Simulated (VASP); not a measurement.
A run of VASP 6.6.1 is set up as follows.

The input INCAR:

```
PREC = Accurate
ENCUT = 520
EDIFF = 1E-6
ISMEAR = 0
SIGMA = 0.1
LREAL = False
LASPH = True
NELM = 60
ALGO = Fast
ISIF = 2
LWAVE = False
LCHARG = True
GGA = PE
LELF = True
LVHAR = True
NBANDS = 54
```

The input KPOINTS:

```
regular mesh
0
Gamma
  3 3 4
```

File POSCAR:

```
Ga3As
1.0
    6.1465418087      0.0000000000      0.0000000000
   -3.0732709044      5.3230613518      0.0000000000
    0.0000000000      0.0000000000      4.9335481657
Ga As
6 2
Direct
    0.8330000000      0.6660000000      0.2500000000
    0.1670000000      0.8330000000      0.7500000000
    0.3340000000      0.1670000000      0.2500000000
    0.1670000000      0.3340000000      0.7500000000
    0.8330000000      0.1670000000      0.2500000000
    0.6660000000      0.8330000000      0.7500000000
    0.3333333333      0.6666666667      0.2500000000
    0.6666666667      0.3333333333      0.7500000000
```

Potentials or basis: VASP PAW PBE potentials, release 64 (Ga_d, As).

Run with:

```sh
$ cat potpaw_PBE.64/Ga_d/POTCAR potpaw_PBE.64/As/POTCAR > POTCAR
$ mpirun -np 1 vasp_std > vasp.out
```

Question: Estimate the band gap on the k mesh.

Answer: Zero (bands 44 and 45 overlap by 2.97 eV).

Question: What does it give for the pressure?

Answer: -0.9 GPa.

Question: What does it give for the largest force?

Answer: 0.118 eV/Å.

Forces in eV/Å, atoms in the order of the input:
```
Ga   0.000 -0.118  0.000
Ga   0.102 -0.059  0.000
Ga   0.102  0.059  0.000
Ga   0.000  0.118  0.000
Ga  -0.102  0.059  0.000
Ga  -0.102 -0.059  0.000
As   0.000  0.000  0.000
As   0.000  0.000  0.000
```

Caveat: the k points lie up to 0.39 Å⁻¹ apart, too coarse for converged energies and pressures of a metal.
